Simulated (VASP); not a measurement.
Here is a VASP 6.6.1 calculation.

Contents of INCAR:

```
SYSTEM = Ca
PREC = Accurate
ENCUT = 520
EDIFF = 1E-6
ISMEAR = -1
SIGMA = 0.08
LREAL = .False.
LASPH = .True.
NELM = 60
ALGO = Normal
ISIF = 2
LWAVE = .False.
LCHARG = .False.
GGA = PE
NBANDS = 22
```

File KPOINTS:

```
regular mesh
0
Gamma
  6 6 9
  0 0 0
```

POSCAR

```
Ca
1.0
    6.0746979975      0.0000000000      0.0000000000
   -3.0373489987      5.2608427861      0.0000000000
    0.0000000000      0.0000000000      3.5914739857
Ca
3
Direct
    0.0000000000      0.0000000000      0.0000000000
    0.3333333333      0.6666666667      0.5000000000
    0.6666666667      0.3333333333      0.5000000000
```

Potentials or basis: VASP PAW PBE potentials, release 64 (Ca_sv).

Command:

```bash
$ cat potpaw_PBE.64/Ca_sv/POTCAR > POTCAR
$ mpirun -np 1 vasp_std > vasp.out
```

(1) Estimate the band gap on the k mesh.

(2) What does it give for the pressure?

## Answers

(1) zero (bands 15 and 16 overlap by 0.20 eV).

(2) 2.2 GPa.
